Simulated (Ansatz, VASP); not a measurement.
# SrO in VASP and in Ansatz

```
Sr O
1.0
     0.00000    2.56980    2.56980
     2.56980    0.00000    2.56980
     2.56980    2.56980    0.00000
Sr O
1 1
Cartesian
  2.5698 2.5698 2.5698
  0.0000 0.0000 0.0000
```

Alike in both runs: task single point; functional BLYP; k mesh 8 × 8 × 8; occupations gaussian, width 0.05 eV; no spin polarisation.

|  | VASP | Ansatz |
| --- | --- | --- |
| version | VASP 6.6.1 | Ansatz 0.2.0 |
| potentials or method | VASP PAW PBE potentials, release 64 (Sr_sv, O), cutoff 520 eV | scalar-relativistic, plane waves, PAW |
| valence electrons in the cell | 16 | 16 |

|  | VASP | Ansatz | Ansatz less VASP |
| --- | --- | --- | --- |
| gap on the k mesh at the Fermi level (eV) | 3.39 | 3.45 | +0.058 |
| least direct gap on the mesh (eV) | 3.48 | 3.52 | +0.049 |
| pressure (GPa) | 6.4 | 5.8 | -0.63 |

VASP's potentials were made for PBE, not for BLYP.
